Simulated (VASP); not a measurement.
# Sb (Im-3m) in VASP: further runs

The runs below take Sb through single point, with PBE.

All numbers are computed with VASP 6.6.1; they aren't measurements. Logs are shortened: lines on timing, memory, paths and dates and some standing lists are left out, and cuts for length are marked.

## Step 1: The cell of the first run

The structure is cubic, space group Im-3m (No. 229). The conventional cell has a = 3.010 Å, b = 3.010 Å, c = 3.010 Å, α = 90.00°, β = 90.00°, γ = 90.00°. Within 3.4 Å of Sb (site symmetry m-3m) lie 14 Sb at 2.61 to 3.01 Å.

## Step 2: Single point, PBE (volume scaled by 0.5)

INCAR

```
ALGO = Normal
EDIFF = 1E-6
ENCUT = 500
GGA = PE
GGA_COMPAT = False
ISIF = 2
ISMEAR = -1
LASPH = True
LCHARG = True
LELF = True
LREAL = False
LVHAR = True
LWAVE = False
NBANDS = 8
NELM = 120
PREC = Accurate
SIGMA = 0.1
```

KPOINTS

```
k-points
0
Gamma
  16 16 16
```

POSCAR

```
Sb
1.0
   -1.5050765592      1.5050765592      1.5050765592
    1.5050765592     -1.5050765592      1.5050765592
    1.5050765592      1.5050765592     -1.5050765592
Sb
1
Direct
    0.0000000000      0.0000000000      0.0000000000
```

Potentials or basis: VASP PAW PBE potentials, release 64 (Sb).

Started as:

```bash
cat potpaw_PBE.64/Sb/POTCAR > POTCAR
mpirun -np 1 vasp_std > vasp.out
```

OUTCAR:

```text
EDIFF = 1E-6
   ENCUT = 500
   GGA = PE
   ISIF = 2
   ISMEAR = -1
   LASPH = True
   LREAL = False
   NELM = 120
   PREC = Accurate

 ion  position               nearest neighbor table
   1  0.000  0.000  0.000-

  LATTYP: Found a body centered cubic cell.
 ALAT       =     3.0101531184

  Lattice vectors:

 A1 = (  -1.5050765592,   1.5050765592,   1.5050765592)
 A2 = (   1.5050765592,  -1.5050765592,   1.5050765592)
 A3 = (   1.5050765592,   1.5050765592,  -1.5050765592)

Analysis of symmetry for initial positions (statically):
=====================================================================
 Subroutine PRICEL returns:
 Original cell was already a primitive cell.

 Routine SETGRP: Setting up the symmetry group for a
 body centered cubic supercell.

 Subroutine GETGRP returns: Found 48 space group operations
 (whereof 48 operations were pure point group operations)
 out of a pool of 48 trial point group operations.

The static configuration has the point symmetry O_h .

Analysis of symmetry for dynamics (positions and initial velocities):
=====================================================================
 Subroutine PRICEL returns:
 Original cell was already a primitive cell.

 Routine SETGRP: Setting up the symmetry group for a
 body centered cubic supercell.

 Subroutine GETGRP returns: Found 48 space group operations
 (whereof 48 operations were pure point group operations)
 out of a pool of 48 trial point group operations.

The dynamic configuration has the point symmetry O_h .

 Subroutine INISYM returns: Found 48 space group operations
 (whereof 48 operations are pure point group operations),
 and found     1 'primitive' translations

----------------------------------------------------------------------------------------

                                     Primitive cell

  volume of cell :      13.6375

  direct lattice vectors                    reciprocal lattice vectors
    -1.505076559  1.505076559  1.505076559     0.000000000  0.332209014  0.332209014
     1.505076559 -1.505076559  1.505076559     0.332209014  0.000000000  0.332209014
     1.505076559  1.505076559 -1.505076559     0.332209014  0.332209014  0.000000000

  length of vectors
     2.606869070  2.606869070  2.606869070     0.469814493  0.469814493  0.469814493

  position of ions in fractional coordinates (direct lattice)
     0.000000000  0.000000000  0.000000000

  ion indices of the primitive-cell ions
   primitive index   ion index
                 1           1

----------------------------------------------------------------------------------------

 KPOINTS: k-points

Automatic generation of k-mesh.
 Grid dimensions read from file:
 generate k-points for:   16   16   16

 Generating k-lattice:

  Cartesian coordinates                     Fractional coordinates (reciprocal lattice)
     0.000000000  0.020763063  0.020763063     0.062500000  0.000000000  0.000000000
     0.020763063  0.000000000  0.020763063     0.000000000  0.062500000  0.000000000
     0.020763063  0.020763063  0.000000000     0.000000000  0.000000000  0.062500000

  Length of vectors
     0.029363406  0.029363406  0.029363406

  Shift w.r.t. Gamma in fractional coordinates (k-lattice)
     0.000000000  0.000000000  0.000000000

 Subroutine IBZKPT returns following result:
 ===========================================

 Found    145 irreducible k-points:

 Following reciprocal coordinates:
            Coordinates               Weight
  0.000000  0.000000  0.000000      1.000000
  0.062500  0.000000  0.000000     12.000000
  0.125000  0.000000  0.000000     12.000000
  0.187500  0.000000  0.000000     12.000000
  0.250000  0.000000  0.000000     12.000000
  0.312500  0.000000  0.000000     12.000000
[... 16 lines left out ...]
  0.187500  0.187500  0.000000     24.000000
  0.250000  0.187500  0.000000     48.000000
 [... further k-points ...]
   k-points           NKPTS =    145   k-points in BZ     NKDIM =    145   number of bands    NBANDS=      8
   number of dos      NEDOS =    301   number of ions     NIONS =      1
   total plane-waves  NPLWV =   8000
   dimension x,y,z NGX =    20 NGY =   20 NGZ =   20
   dimension x,y,z NGXF=    40 NGYF=   40 NGZF=   40
   ions per type =               1
   NGX,Y,Z   is equivalent  to a cutoff of  12.75, 12.75, 12.75 a.u.
   NGXF,Y,Z  is equivalent  to a cutoff of  25.51, 25.51, 25.51 a.u.
 SYSTEM =  unknown system
   PREC   = accura    normal or accurate (medium, high low for compatibility)
   ISTART =      0    job   : 0-new  1-cont  2-samecut
   ICHARG =      2    charge: 1-file 2-atom 10-const
   ISPIN  =      1    spin polarized calculation?
   LNONCOLLINEAR =      F non collinear calculations
   LSORBIT =      F    spin-orbit coupling
   LASPH  =      T    aspherical Exc in radial PAW
   ENCUT  =  500.0 eV  36.75 Ry    6.06 a.u.   4.75  4.75  4.75*2*pi/ulx,y,z
   NELM   =    120;   NELMIN=  2; NELMDL= -5     # of ELM steps
   EDIFF  = 0.1E-05   stopping-criterion for ELM
   LREAL  =      F    real-space projection
   EDIFFG = 0.1E-04   stopping-criterion for IOM
   NSW    =      0    number of steps for IOM
   IBRION =     -1    ionic relax: 0-MD 1-quasi-New 2-CG
   NFREE  =      0    steps in history (QN), initial steepest desc. (CG)
   ISIF   =      2    stress and relaxation
   ISYM   =      2    0-nonsym 1-usesym 2-fastsym
   POTIM  = 0.5000    time-step for ionic-motion
   TEBEG  =    0.0;   TEEND  =   0.0 temperature during run
   PSTRESS=    0.0 pullay stress
   NELECT =       5.0000    total number of electrons
   NUPDOWN=      -1.0000    fix difference up-down
   EMIN   =  10.00;   EMAX   =-10.00  energy-range for DOS
   EFERMI =   0.00;   METHOD = LEGACY
   ISMEAR =    -1;   SIGMA  =   0.10  broadening in eV -4-tet -1-fermi 0-gaus
   EFERMI_NEDOS =   21; number of points for ismear=-14 and -15
   IALGO  =     38    algorithm
   IMIX   =      4    mixing-type and parameters
     AMIX     =   0.40;   BMIX     =  1.00
     AMIX_MAG =   1.60;   BMIX_MAG =  1.00
  volume/ion in A,a.u.               =      13.64        92.03
  Fermi-wavevector in a.u.,A,eV,Ry     =   1.171708  2.214208 18.679449  1.372901
  Thomas-Fermi vector in A             =   2.308148
   LORBIT       =      0    0 simple, 1 ext, 2 COOP (PROOUT), +10 PAW based schemes
   GGA     = PE    functional components
   LHFCALC =     F    Hartree Fock is set to
   AEXX    =    0.0000 exact exchange contribution
   IVDW    =     0    specifies the selected vdW correction
   LEPSILON=     F    determine dielectric tensor
   LRPA    =     F    only Hartree local field effects (RPA)
 non-spin polarized calculation
  energy-cutoff  :      500.00
  volume of cell :       13.64
 maximum number of plane-waves:       370
   NGX =  9   NGY =  9   NGZ =  9

 number of electron       5.0000000 magnetization

 Free energy of the ion-electron system (eV)
  ---------------------------------------------------
  ext. energy  EPLUGINS =         0.00000000
  ---------------------------------------------------
  free energy    TOTEN  =         0.66587610 eV

  energy without entropy =        0.67608441  energy(sigma->0) =        0.67098026

 E-fermi :  21.0531     XC(G=0): -13.4787

 val. band max:       21.0525820489   @ k =   0.5000   0.5000   0.4375
 cond. band min:      21.1234950423   @ k =   0.4375   0.1250   0.0000
 fundamental gap:      0.0709129934
 Fermi energy:        21.0531367819

 k-point     1 :       0.0000    0.0000    0.0000
  band No.  band energies     occupation
      1       0.1723      2.00000
      2      31.9761      0.00000
      3      31.9761      0.00000
      4      31.9761      0.00000
      5      34.1115      0.00000
      6      34.1115      0.00000
      7      34.1162      0.00000
      8      34.3219      0.00000

 k-point     2 :       0.0625    0.0000    0.0000
  band No.  band energies     occupation
      1       0.3172      2.00000
      2      30.5646      0.00000
      3      31.5912      0.00000
      4      31.6886      0.00000
      5      32.5144      0.00000
      6      32.8872      0.00000
      7      33.5371      0.00000
      8      34.9280      0.00000

 k-point     3 :       0.1250    0.0000    0.0000
  band No.  band energies     occupation
      1       0.7530      2.00000
      2      27.6505      0.00000
      3      30.5874      0.00000
      4      30.7920      0.00000
      5      30.9238      0.00000
      6      32.1968      0.00000
      7      33.5974      0.00000
      8      35.7170      0.00000

 k-point     4 :       0.1875    0.0000    0.0000
  band No.  band energies     occupation
      1       1.4830      2.00000
      2      24.4201      0.00000
      3      29.1118      0.00000
      4      29.2195      0.00000
      5      30.3108      0.00000
      6      31.6557      0.00000
      7      34.2993      0.00000
      8      36.1471      0.00000

 k-point     5 :       0.2500    0.0000    0.0000
  band No.  band energies     occupation
      1       2.5112      2.00000
      2      21.1526      0.53982
      3      27.5633      0.00000
      4      27.9605      0.00000
      5      29.8135      0.00000
      6      31.2567      0.00000
      7      35.3342      0.00000
      8      36.5799      0.00000
[... 177 lines left out ...]
 k-point    22 :       0.4375    0.1250    0.0000
  band No.  band energies     occupation
      1       9.9183      2.00000
      2      10.2785      2.00000
      3      21.1235      0.66204
      4      24.8126      0.00000
      5      30.4190      0.00000
      6      33.7077      0.00000
      7      36.7724      0.00000
      8      39.0335      0.00000

 k-point    23 :       0.1875    0.1875    0.0000
  band No.  band energies     occupation
      1       4.1400      2.00000
      2      20.0198      1.99993
      3      20.7332      1.92163
      4      26.2085      0.00000
      5      31.6493      0.00000
      6      33.1699      0.00000
      7      36.7721      0.00000
      8      37.3082      0.00000

 k-point    24 :       0.2500    0.1875    0.0000
  band No.  band energies     occupation
      1       5.6279      2.00000
      2      17.2772      2.00000
      3      19.5671      2.00000
      4      25.4402      0.00000
      5      31.6013      0.00000
      6      33.6903      0.00000
      7      36.6617      0.00000
      8      39.0035      0.00000

 [... further k-points ...]

------------------------ aborting loop because EDIFF is reached ----------------------------------------

  FORCE on cell =-STRESS in cart. coord.  units (eV):
  Direction    XX          YY          ZZ          XY          YZ          ZX
  --------------------------------------------------------------------------------------
  -------------------------------------------------------------------------------------
  Total       17.7677260     17.7677260     17.7677260      0.0000000      0.0000000     -0.0000000
  in kB     2087.4047278   2087.4047278   2087.4047278      0.0000000      0.0000000     -0.0000000
  external PRESSURE =    2087.4047278 kB  Pullay stress =       0.0000000 kB

 VOLUME and BASIS-vectors are now :
 -----------------------------------------------------------------------------
  energy-cutoff  :      500.00
  volume of cell :       13.64
      direct lattice vectors                 reciprocal lattice vectors
    -1.505076559  1.505076559  1.505076559     0.000000000  0.332209014  0.332209014
     1.505076559 -1.505076559  1.505076559     0.332209014  0.000000000  0.332209014
     1.505076559  1.505076559 -1.505076559     0.332209014  0.332209014  0.000000000

 POSITION                                       TOTAL-FORCE (eV/Angst)
 -----------------------------------------------------------------------------------
      0.00000      0.00000      0.00000         0.000000     -0.000000      0.000000
 -----------------------------------------------------------------------------------
    total drift:                                0.000000      0.000000     -0.000000

  FREE ENERGIE OF THE ION-ELECTRON SYSTEM (eV)
  ---------------------------------------------------
  free  energy   TOTEN  =         0.6658761042 eV

  energy  without entropy=        0.6760844083  energy(sigma->0) =        0.67098026
```

Run time: 10 s. Hardware: 1 thread of Intel Xeon Platinum 8259CL at 2.50GHz (Skylake/Cascade Lake), shared host; peak memory 0.14 GiB.

What came out:

- Free energy: 0.6659 eV
- Pressure: 208.7 GPa

Caveat: spin-orbit coupling is left out, which moves the levels of the heavy elements.

(Continued in part 2 of 3.)
